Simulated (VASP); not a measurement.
# P (Cmce) in VASP: notebook

The runs below take P through single point, with PBEsol+D3(BJ).

Everything below comes from runs of VASP 6.6.1. Logs are shortened: lines on timing, memory, paths and dates and some standing lists are left out, and cuts for length are marked.

### 1 The cell of the first run

It takes space group Cmce (No. 64, orthorhombic). Conventional cell: a = 3.354 Å, b = 9.789 Å, c = 3.751 Å, α = 90.00°, β = 90.00°, γ = 90.00°. P (site symmetry m) has 5 P at 2.23 to 2.83 Å within 3.0 Å.

### 2 Single point, PBEsol+D3(BJ) (15.39 Å³/atom)

File INCAR:

```
ALGO = Normal
EDIFF = 1E-6
ENCUT = 520
GGA = PS
ISIF = 2
ISMEAR = 0
IVDW = 12
LASPH = True
LCHARG = False
LREAL = False
LWAVE = False
NBANDS = 18
NELM = 60
PREC = Accurate
SIGMA = 0.1
```

File KPOINTS:

```
k-points
0
Gamma
  14 14 12
```

File POSCAR:

```
P
1.0
    1.6771123567     -4.8942873320      0.0000000000
    1.6771123567      4.8942873320      0.0000000000
    0.0000000000      0.0000000000      3.7510905303
P
4
Direct
    0.8875162746      0.1124837254      0.0532775957
    0.6124837254      0.3875162746      0.5532775957
    0.1124837254      0.8875162746      0.9467224043
    0.3875162746      0.6124837254      0.4467224043
```

Potentials or basis: VASP PAW PBE potentials, release 64 (P).

Started as:

```bash
$ cat potpaw_PBE.64/P/POTCAR > POTCAR
$ mpirun -np 1 vasp_std > vasp.out
```

OUTCAR:

```text
EDIFF = 1E-6
   ENCUT = 520
   GGA = PS
   ISIF = 2
   ISMEAR = 0
   IVDW = 12
   LASPH = True
   LREAL = False
   NELM = 60
   PREC = Accurate
 IVDW          = 12

 ion  position               nearest neighbor table
   1  0.888  0.112  0.053-   4 2.23   4 2.23   3 2.24   4 2.83   4 2.83
   2  0.612  0.388  0.553-   3 2.23   3 2.23   4 2.24   3 2.83   3 2.83
   3  0.112  0.888  0.947-   2 2.23   2 2.23   1 2.24   2 2.83   2 2.83
   4  0.388  0.612  0.447-   1 2.23   1 2.23   2 2.24   1 2.83   1 2.83

  LATTYP: Found a base centered orthorhombic cell.
 ALAT       =     3.3542247134
 B/A-ratio  =     2.9182823157
 C/A-ratio  =     1.1183181959

  Lattice vectors:

 A1 = (   1.6771123567,  -4.8942873320,   0.0000000000)
 A2 = (   1.6771123567,   4.8942873320,   0.0000000000)
 A3 = (   0.0000000000,   0.0000000000,   3.7510905303)

Analysis of symmetry for initial positions (statically):
=====================================================================
 Subroutine PRICEL returns:
 Original cell was already a primitive cell.

 Routine SETGRP: Setting up the symmetry group for a
 base centered orthorhombic supercell.

 Subroutine GETGRP returns: Found  8 space group operations
 (whereof  4 operations were pure point group operations)
 out of a pool of  8 trial point group operations.

The static configuration has the point symmetry C_2h.
 The point group associated with its full space group is D_2h.

Analysis of symmetry for dynamics (positions and initial velocities):
=====================================================================
 Subroutine PRICEL returns:
 Original cell was already a primitive cell.

 Routine SETGRP: Setting up the symmetry group for a
 base centered orthorhombic supercell.

 Subroutine GETGRP returns: Found  8 space group operations
 (whereof  4 operations were pure point group operations)
 out of a pool of  8 trial point group operations.

The dynamic configuration has the point symmetry C_2h.
 The point group associated with its full space group is D_2h.

 Subroutine INISYM returns: Found  8 space group operations
 (whereof  4 operations are pure point group operations),
 and found     1 'primitive' translations

----------------------------------------------------------------------------------------

                                     Primitive cell

  volume of cell :      61.5799

  direct lattice vectors                    reciprocal lattice vectors
     1.677112357 -4.894287332  0.000000000     0.298131487 -0.102159920  0.000000000
     1.677112357  4.894287332  0.000000000     0.298131487  0.102159920  0.000000000
     0.000000000  0.000000000  3.751090530     0.000000000  0.000000000  0.266589140

  length of vectors
     5.173659667  5.173659667  3.751090530     0.315149222  0.315149222  0.266589140

  position of ions in fractional coordinates (direct lattice)
     0.887516275  0.112483725  0.053277596
     0.612483725  0.387516275  0.553277596
     0.112483725  0.887516275  0.946722404
     0.387516275  0.612483725  0.446722404

  ion indices of the primitive-cell ions
   primitive index   ion index
                 1           1
                 2           2
                 3           3
                 4           4

----------------------------------------------------------------------------------------

 KPOINTS: k-points

Automatic generation of k-mesh.
 Grid dimensions read from file:
 generate k-points for:   14   14   12

 Generating k-lattice:

  Cartesian coordinates                     Fractional coordinates (reciprocal lattice)
     0.021295106 -0.007297137  0.000000000     0.071428571  0.000000000  0.000000000
     0.021295106  0.007297137  0.000000000     0.000000000  0.071428571  0.000000000
     0.000000000  0.000000000  0.022215762     0.000000000  0.000000000  0.083333333

  Length of vectors
     0.022510659  0.022510659  0.022215762

  Shift w.r.t. Gamma in fractional coordinates (k-lattice)
     0.000000000  0.000000000  0.000000000

 Subroutine IBZKPT returns following result:
 ===========================================

 Found    399 irreducible k-points:

 Following reciprocal coordinates:
            Coordinates               Weight
  0.000000  0.000000  0.000000      1.000000
  0.071429  0.000000  0.000000      4.000000
  0.142857 -0.000000  0.000000      4.000000
  0.214286 -0.000000  0.000000      4.000000
  0.285714 -0.000000  0.000000      4.000000
  0.357143  0.000000  0.000000      4.000000
[... 16 lines left out ...]
  0.214286  0.142857  0.000000      4.000000
  0.285714  0.142857  0.000000      4.000000
 [... further k-points ...]
   k-points           NKPTS =    399   k-points in BZ     NKDIM =    399   number of bands    NBANDS=     18
   number of dos      NEDOS =    301   number of ions     NIONS =      4
   total plane-waves  NPLWV =  44800
   dimension x,y,z NGX =    40 NGY =   40 NGZ =   28
   dimension x,y,z NGXF=    80 NGYF=   80 NGZF=   56
   ions per type =               4
   NGX,Y,Z   is equivalent  to a cutoff of  12.85, 12.85, 12.41 a.u.
   NGXF,Y,Z  is equivalent  to a cutoff of  25.71, 25.71, 24.82 a.u.
 SYSTEM =  unknown system
   PREC   = accura    normal or accurate (medium, high low for compatibility)
   ISTART =      0    job   : 0-new  1-cont  2-samecut
   ICHARG =      2    charge: 1-file 2-atom 10-const
   ISPIN  =      1    spin polarized calculation?
   LNONCOLLINEAR =      F non collinear calculations
   LSORBIT =      F    spin-orbit coupling
   LASPH  =      T    aspherical Exc in radial PAW
   ENCUT  =  520.0 eV  38.22 Ry    6.18 a.u.   9.62  9.62  6.97*2*pi/ulx,y,z
   NELM   =     60;   NELMIN=  2; NELMDL= -5     # of ELM steps
   EDIFF  = 0.1E-05   stopping-criterion for ELM
   LREAL  =      F    real-space projection
   EDIFFG = 0.1E-04   stopping-criterion for IOM
   NSW    =      0    number of steps for IOM
   IBRION =     -1    ionic relax: 0-MD 1-quasi-New 2-CG
   NFREE  =      0    steps in history (QN), initial steepest desc. (CG)
   ISIF   =      2    stress and relaxation
   ISYM   =      2    0-nonsym 1-usesym 2-fastsym
   POTIM  = 0.5000    time-step for ionic-motion
   TEBEG  =    0.0;   TEEND  =   0.0 temperature during run
   PSTRESS=    0.0 pullay stress
   NELECT =      20.0000    total number of electrons
   NUPDOWN=      -1.0000    fix difference up-down
   EMIN   =  10.00;   EMAX   =-10.00  energy-range for DOS
   EFERMI =   0.00;   METHOD = LEGACY
   ISMEAR =     0;   SIGMA  =   0.10  broadening in eV -4-tet -1-fermi 0-gaus
   EFERMI_NEDOS =   21; number of points for ismear=-14 and -15
   IALGO  =     38    algorithm
   IMIX   =      4    mixing-type and parameters
     AMIX     =   0.40;   BMIX     =  1.00
     AMIX_MAG =   1.60;   BMIX_MAG =  1.00
  volume/ion in A,a.u.               =      15.39       103.89
  Fermi-wavevector in a.u.,A,eV,Ry     =   1.125309  2.126526 17.229333  1.266320
  Thomas-Fermi vector in A             =   2.261985
   LORBIT       =      0    0 simple, 1 ext, 2 COOP (PROOUT), +10 PAW based schemes
   GGA     = PS    functional components
   LHFCALC =     F    Hartree Fock is set to
   AEXX    =    0.0000 exact exchange contribution
   IVDW    =    12    specifies the selected vdW correction
   LEPSILON=     F    determine dielectric tensor
   LRPA    =     F    only Hartree local field effects (RPA)
 non-spin polarized calculation
 Gauss-broadening in eV      SIGMA  =   0.10
  energy-cutoff  :      520.00
  volume of cell :       61.58
 maximum number of plane-waves:      1680
   NGX = 19   NGY = 19   NGZ = 13

 number of electron      19.9999998 magnetization

 Free energy of the ion-electron system (eV)
  ---------------------------------------------------
  ext. energy  EPLUGINS =         0.00000000
  ---------------------------------------------------
  free energy    TOTEN  =       -22.90087194 eV

  energy without entropy =      -22.89787116  energy(sigma->0) =      -22.89937155

 E-fermi :   8.9345     XC(G=0): -11.0861

 val. band max:        8.9336181615   @ k =  -0.3571   0.2857   0.0833
 cond. band min:       8.9448620657   @ k =   0.4286   0.2143   0.0000
 fundamental gap:      0.0112439042
 Fermi energy:         8.9344809272

 k-point     1 :       0.0000    0.0000    0.0000
  band No.  band energies     occupation
      1      -7.6395      2.00000
      2      -3.5163      2.00000
      3       0.7278      2.00000
      4       0.8007      2.00000
      5       3.4246      2.00000
      6       4.4584      2.00000
[... 10 lines left out ...]
     17      15.6280      0.00000
     18      16.2283      0.00000

 k-point     2 :       0.0714    0.0000    0.0000
  band No.  band energies     occupation
      1      -7.5727      2.00000
      2      -3.4797      2.00000
      3       0.5769      2.00000
      4       0.8895      2.00000
      5       3.4918      2.00000
      6       4.2732      2.00000
[... 10 lines left out ...]
     17      15.3019      0.00000
     18      15.6868      0.00000

 k-point     3 :       0.1429   -0.0000    0.0000
  band No.  band energies     occupation
      1      -7.3728      2.00000
      2      -3.3674      2.00000
      3       0.1063      2.00000
      4       1.1522      2.00000
      5       3.3088      2.00000
      6       3.6922      2.00000
[... 10 lines left out ...]
     17      14.0511      0.00000
     18      15.6629      0.00000

 k-point     4 :       0.2143   -0.0000    0.0000
  band No.  band energies     occupation
      1      -7.0413      2.00000
      2      -3.1729      2.00000
      3      -0.6578      2.00000
      4       1.5773      2.00000
      5       2.1593      2.00000
      6       4.0215      2.00000
[... 10 lines left out ...]
     17      13.6682      0.00000
     18      15.3408      0.00000

 k-point     5 :       0.2857   -0.0000    0.0000
  band No.  band energies     occupation
      1      -6.5806      2.00000
      2      -2.8876      2.00000
      3      -1.5986      2.00000
      4       1.0970      2.00000
      5       2.1472      2.00000
      6       4.2370      2.00000
[... 10 lines left out ...]
     17      14.8666      0.00000
     18      15.6624      0.00000

 k-point     6 :       0.3571    0.0000    0.0000
  band No.  band energies     occupation
      1      -5.9949      2.00000
      2      -2.5955      2.00000
      3      -2.5031      2.00000
      4       0.1449      2.00000
      5       2.8359      2.00000
      6       4.5162      2.00000
[... 10 lines left out ...]
     17      15.9179      0.00000
     18      16.2502      0.00000

 k-point     7 :       0.4286   -0.0000    0.0000
  band No.  band energies     occupation
      1      -5.2904      2.00000
      2      -3.5700      2.00000
      3      -2.0121      2.00000
      4      -0.6908      2.00000
      5       3.5987      2.00000
      6       4.6746      2.00000
[... 10 lines left out ...]
     17      16.3884      0.00000
     18      16.5972      0.00000

 k-point     8 :       0.5000   -0.0000    0.0000
  band No.  band energies     occupation
      1      -4.4769      2.00000
      2      -4.4769      2.00000
      3      -1.4092      2.00000
      4      -1.4092      2.00000
      5       4.3205      2.00000
      6       4.3205      2.00000
[... 10 lines left out ...]
     17      16.7786      0.00000
     18      16.7786      0.00000
[... 229 lines left out ...]
     17      14.2027      0.00000
     18      15.0761      0.00000

 k-point    20 :      -0.1429    0.0714    0.0000
  band No.  band energies     occupation
      1      -7.5301      2.00000
      2      -3.6624      2.00000
      3       0.5860      2.00000
      4       1.1291      2.00000
      5       3.5725      2.00000
      6       4.1337      2.00000
[... 10 lines left out ...]
     17      15.1319      0.00000
     18      15.4035      0.00000

 k-point    21 :      -0.0714    0.0714    0.0000
  band No.  band energies     occupation
      1      -7.6180      2.00000
      2      -3.6125      2.00000
      3       0.7361      2.00000
      4       0.9260      2.00000
      5       3.4651      2.00000
      6       4.4171      2.00000
[... 10 lines left out ...]
     17      15.3738      0.00000
     18      16.0046      0.00000

 k-point    22 :       0.1429    0.1429    0.0000
  band No.  band energies     occupation
      1      -6.6635      2.00000
      2      -2.5414      2.00000
      3      -1.5071      2.00000
      4       0.8728      2.00000
      5       1.6932      2.00000
      6       4.2010      2.00000
[... 10 lines left out ...]
     17      15.0028      0.00000
     18      15.8195      0.00000

 k-point    23 :       0.2143    0.1429    0.0000
  band No.  band energies     occupation
      1      -6.1157      2.00000
      2      -2.4396      2.00000
      3      -2.0234      2.00000
      4      -0.2216      2.00000
      5       2.2062      2.00000
      6       4.5112      2.00000
[... 10 lines left out ...]
     17      15.5380      0.00000
     18      16.9555      0.00000

 k-point    24 :       0.2857    0.1429    0.0000
  band No.  band energies     occupation
      1      -5.4448      2.00000
      2      -3.3633      2.00000
      3      -1.4370      2.00000
      4      -1.1801      2.00000
      5       2.8529      2.00000
      6       4.8495      2.00000
[... 10 lines left out ...]
     17      15.6672      0.00000
     18      16.9628      0.00000

 [... further k-points ...]

------------------------ aborting loop because EDIFF is reached ----------------------------------------

 Edisp (eV)   -1.46891

 E8    (eV) :    -0.8713

  FORCE on cell =-STRESS in cart. coord.  units (eV):
  Direction    XX          YY          ZZ          XY          YZ          ZX
  --------------------------------------------------------------------------------------
  -------------------------------------------------------------------------------------
  Total       0.53895     0.47570     0.52970     0.00000    -0.00000     0.00000
  in kB      14.02238    12.37670    13.78157     0.00000    -0.00000     0.00000
  external pressure =       13.39 kB  Pullay stress =        0.00 kB

 VOLUME and BASIS-vectors are now :
 -----------------------------------------------------------------------------
  energy-cutoff  :      520.00
  volume of cell :       61.58
      direct lattice vectors                 reciprocal lattice vectors
     1.677112357 -4.894287332  0.000000000     0.298131487 -0.102159920  0.000000000
     1.677112357  4.894287332  0.000000000     0.298131487  0.102159920  0.000000000
     0.000000000  0.000000000  3.751090530     0.000000000  0.000000000  0.266589140

 POSITION                                       TOTAL-FORCE (eV/Angst)
 -----------------------------------------------------------------------------------
      1.67711     -3.79323      0.19985         0.000000     -0.026820      0.032155
      1.67711     -1.10106      2.07539         0.000000      0.026820      0.032155
      1.67711      3.79323      3.55124         0.000000      0.026820     -0.032155
      1.67711      1.10106      1.67570         0.000000     -0.026820     -0.032155
 -----------------------------------------------------------------------------------
    total drift:                                0.000000      0.000000      0.000000

  FREE ENERGIE OF THE ION-ELECTRON SYSTEM (eV)
  ---------------------------------------------------
  free  energy   TOTEN  =       -24.3697868932 eV

  energy  without entropy=      -24.3667861103  energy(sigma->0) =      -24.36828650
```

Wall time 7.4 min (1 thread of Intel Xeon Platinum 8375C at 2.90GHz (Ice Lake), shared host); peak memory 0.43 GiB.

Results:

```
Free energy                : -24.3698 eV
Pressure                   : 1.3 GPa
Largest force              : 0.042 eV/Å
Band gap on the k mesh     : zero (bands 10 and 11 overlap by 0.95 eV)
Dispersion energy per atom : -0.367 eV
```

Forces on the atoms (eV/Å):
```
P    0.000 -0.027  0.032
P    0.000  0.027  0.032
P    0.000  0.027 -0.032
P    0.000 -0.027 -0.032
```

Levels at points of the mesh, in eV from the Fermi level:
| k point | band 7 | band 8 | band 9 | band 10 | band 11 | band 12 | band 13 | band 14 |
| --- | --- | --- | --- | --- | --- | --- | --- | --- |
| (0.00, 0.00, 0.00) | -3.33 | -3.18 | -2.65 | -1.13 | 1.39 | 1.87 | 2.04 | 4.48 |
| (0.50, 0.00, 0.00) | -2.73 | -2.73 | -2.38 | -2.38 | 0.37 | 0.37 | 1.53 | 1.53 |
| (0.50, 0.50, 0.00) | -4.37 | -2.41 | -2.17 | -1.14 | -0.06 | 1.18 | 2.75 | 3.99 |
| (0.00, 0.00, 0.50) | -3.00 | -3.00 | -0.33 | -0.33 | 1.13 | 1.13 | 1.35 | 1.35 |
| (0.50, 0.00, 0.50) | -6.26 | -6.26 | -2.37 | -2.37 | 1.35 | 1.35 | 6.50 | 6.50 |
| (0.50, 0.50, 0.50) | -2.20 | -2.20 | -0.81 | -0.81 | 1.01 | 1.01 | 2.04 | 2.04 |

Caveat: the PAW data sets were made with another functional, which shifts forces and pressure a little.

### 3 Single point, PBEsol+D3(BJ)

This run uses another cell than the first one, of 15.87 Å³/atom.

File INCAR:

```
SYSTEM = P
PREC     = Accurate       ! precision mode
ENCUT    = 520            ! plane-wave cutoff, eV
EDIFF    = 1E-7           ! SCF threshold, eV
ISMEAR   = 0              ! smearing method
SIGMA    = 0.1            ! smearing width, eV
LREAL    = .False.        ! projectors in reciprocal space
LASPH    = .True.         ! aspherical terms in the spheres
NELM     = 100            ! most SCF steps
ALGO     = Normal         ! electronic algorithm
ISIF     = 2              ! what is computed and relaxed
LWAVE    = .False.        ! write WAVECAR
LCHARG   = .False.        ! write CHGCAR
GGA      = PS             ! functional
IVDW     = 12             ! dispersion correction
NBANDS   = 18             ! bands
```

File KPOINTS:

```
regular mesh
0
Gamma
  14 14 12
  0 0 0
```

File POSCAR:

```
P
1.0
    1.6747328323     -4.9478474708      0.0000000000
    1.6747328323      4.9478474708      0.0000000000
    0.0000000000      0.0000000000      3.8306775356
P
4
Direct
    0.8888428389      0.1111571611      0.0569714210
    0.6111571611      0.3888428389      0.5569714210
    0.1111571611      0.8888428389      0.9430285790
    0.3888428389      0.6111571611      0.4430285790
```

Potentials or basis: VASP PAW PBE potentials, release 64 (P).

Started as:

```bash
$ cat potpaw_PBE.64/P/POTCAR > POTCAR
$ mpirun -np 1 vasp_std > vasp.out
```

Wall time 7.4 min (1 thread of Intel Xeon Platinum 8375C at 2.90GHz (Ice Lake), shared host); peak memory 0.44 GiB.

It converged, with:

* Free energy: -24.3809 eV
* Pressure: 0.0 GPa
* Largest force: 0.040 eV/Å
* Band gap on the k mesh: zero (bands 10 and 11 overlap by 0.70 eV)
* Dispersion energy per atom: -0.356 eV

Forces in eV/Å, atoms in the order of the input:
```
P    0.000 -0.026  0.030
P    0.000  0.026  0.030
P    0.000  0.026 -0.030
P    0.000 -0.026 -0.030
```

Stress tensor (GPa, compression positive):
```
-0.02  0.00  0.00
 0.00 -0.12  0.00
 0.00  0.00  0.02
```

Levels at points of the mesh, in eV from the Fermi level:
| k point | band 6 | band 7 | band 8 | band 9 | band 10 | band 11 | band 12 | band 13 | band 14 | band 15 |
| --- | --- | --- | --- | --- | --- | --- | --- | --- | --- | --- |
| (0.00, 0.00, 0.00) | -4.39 | -3.52 | -3.05 | -2.75 | -1.19 | 1.31 | 1.78 | 1.83 | 4.22 | 5.88 |
| (0.50, 0.00, 0.00) | -4.67 | -2.86 | -2.86 | -2.49 | -2.49 | 0.41 | 0.41 | 1.40 | 1.40 | 3.62 |
| (0.50, 0.50, 0.00) | -4.85 | -4.58 | -2.33 | -2.17 | -1.03 | 0.06 | 1.03 | 2.67 | 3.78 | 5.72 |
| (0.00, 0.00, 0.50) | -5.69 | -3.03 | -3.03 | -0.42 | -0.42 | 1.36 | 1.36 | 1.38 | 1.38 | 6.14 |
| (0.50, 0.00, 0.50) | -6.62 | -6.14 | -6.14 | -2.35 | -2.35 | 1.38 | 1.38 | 6.21 | 6.21 | 6.67 |
| (0.50, 0.50, 0.50) | -3.19 | -2.27 | -2.27 | -0.88 | -0.88 | 1.04 | 1.04 | 2.18 | 2.18 | 3.19 |

Caveat: the PAW data sets were made with another functional, which shifts forces and pressure a little.

[end of part 1 of 2]
